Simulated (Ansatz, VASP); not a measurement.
## Two plane-wave programs on C

```xyz
3
Lattice="6.3942 0.0000 0.0000 -3.1971 5.5375 0.0000 0.0000 0.0000 1.3012" Properties=species:S:1:pos:R:3 pbc="T T T"
C     0.0000    0.0000    0.0000
C     0.0000    3.6917    0.6506
C     3.1971    1.8458    0.6506
```

Alike in both runs: task single point; functional PBE; k mesh 7 × 7 × 27; occupations fermi-dirac, width 0.1 eV; no spin polarisation.

```csv
,VASP,Ansatz
version,VASP 6.6.1,Ansatz 0.2.0
potentials or method,"VASP PAW PBE potentials, release 64 (C), cutoff 520 eV","plane waves (420 eV) with PAW, scalar-relativistic"
valence electrons in the cell,12,12
```

|  | VASP | Ansatz | Ansatz less VASP |
| --- | --- | --- | --- |
| pressure (GPa) | -5.7 | -5.6 | +0.12 |
| traceless stress, the component that is largest in VASP (GPa) | -12.77 | -12.69 | +0.082 |

The functional is the same, so the differences come from potentials, cutoffs and numerics.
